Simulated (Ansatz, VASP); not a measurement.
# Pd: VASP beside Ansatz

```
CELL_PARAMETERS angstrom
0.00000 1.90676 1.90676
1.90676 0.00000 1.90676
1.90676 1.90676 0.00000
ATOMIC_POSITIONS crystal
Pd 0.00000 0.00000 0.00000
```

Alike in both runs: task single point; functional PBE; dispersion D3(BJ); k mesh 12 × 12 × 12; occupations fermi-dirac, width 0.05 eV; no spin polarisation.

```csv
,VASP,Ansatz
version,VASP 6.6.1,Ansatz 0.2.0
potentials or method,"VASP PAW PBE potentials, release 64 (Pd)",Ansatz PAW
plane-wave cutoff (eV),520,420
valence electrons in the cell,10,18
```

```csv
,VASP,Ansatz,Ansatz less VASP
gap on the k mesh at the Fermi level (eV),none,none,-
pressure (GPa),12.8,13.3,+0.46
```

A gap of «none» marks a metal or a gap that the smearing closes. VASP's potentials hold 10 valence electrons a cell and Ansatz's 18, so a difference there can come from the potentials and not from the codes.
